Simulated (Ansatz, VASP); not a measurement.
**KTaO3: VASP beside Ansatz**

POSCAR

```
KTaO3
1.0
    3.9901311030      0.0000000000      0.0000000000
    0.0000000000      3.9901311030      0.0000000000
    0.0000000000      0.0000000000      3.8305258589
K Ta O
1 1 3
Direct
    0.0000000000      0.0000000000      0.0000000000
    0.5000000000      0.5000000000      0.5000000000
    0.5000000000      0.5000000000      0.0000000000
    0.5000000000      0.0000000000      0.5000000000
    0.0000000000      0.5000000000      0.5000000000
```

The input INCAR.step1:

```
SYSTEM = KTaO3
ALGO = Normal
EDIFF = 1E-5
ENCUT = 520
GGA = PE
ISIF = 2
ISMEAR = 0
LASPH = .TRUE.
LREAL = .FALSE.
LWAVE = .TRUE.
NBANDS = 27
NELM = 80
PREC = Accurate
SIGMA = 0.01
```

Contents of INCAR.step2:

```
SYSTEM = KTaO3
ALGO = Normal
EDIFF = 1E-6
ENCUT = 520
GGA = PE
HFSCREEN = 0.2079
ISIF = 2
ISMEAR = 0
ISTART = 1
LASPH = .TRUE.
LCHARG = .TRUE.
LELF = .TRUE.
LHFCALC = .TRUE.
LREAL = .FALSE.
LVHAR = .TRUE.
LWAVE = .FALSE.
NBANDS = 27
NELM = 80
PREC = Accurate
PRECFOCK = Fast
SIGMA = 0.01
```

KPOINTS

```
k-points
0
G
  4 4 4
  0 0 0
```

Input for Ansatz:

```yaml
crystal:
  lattice:
    - [3.990131103, 0.0, 0.0]
    - [0.0, 3.990131103, 0.0]
    - [0.0, 0.0, 3.8305258589]
  atoms:
    - { symbol: K, position: [0.0, 0.0, 0.0] }
    - { symbol: Ta, position: [0.5, 0.5, 0.5] }
    - { symbol: O, position: [0.5, 0.5, 0.0] }
    - { symbol: O, position: [0.5, 0.0, 0.5] }
    - { symbol: O, position: [0.0, 0.5, 0.5] }
kpoints:
  mp_grid: { grid: [4, 4, 4] }
  band_path:
    path: [[0.0, 0.0, 0.0], [0.0, 0.5, 0.0], [0.5, 0.5, 0.0], [0.5, 0.5, 0.5]]
    npoints: 1
hamiltonian:
  xc: hse06
scf:
  occupations: { method: fixed }
  n_extra_bands: 5
output:
  forces: true
  stress: true
  eigenvalues: true
```

Change from the starting cell: uniaxial_z strain -4.0%.

Alike in both runs: task single point; functional HSE06; k mesh 4 × 4 × 4; no spin polarisation.

|  | VASP | Ansatz |
| --- | --- | --- |
| version | VASP 6.6.1 | Ansatz 0.2.0 |
| potentials or method | VASP PAW PBE potentials, release 64 (K_sv, Ta_pv, O) | plane waves, PAW |
| plane-wave cutoff (eV) | 520 | 420 |
| occupations | gaussian, width 0.01 eV | fixed |
| valence electrons in the cell | 38 | 40 |

```csv
,VASP,Ansatz,Ansatz less VASP
gap on the k mesh at the Fermi level (eV),3.50,3.59,+0.088
pressure (GPa),9.9,9.5,-0.45
"traceless stress, the component that is largest in VASP (GPa)",12.94,12.78,-0.163
```

VASP's potentials hold 38 valence electrons a cell and Ansatz's 40, so a difference there can come from the potentials and not from the codes. Ansatz's warnings: stress exchange threshold loose, stress scf threshold loose.

Spin-orbit coupling is off throughout.
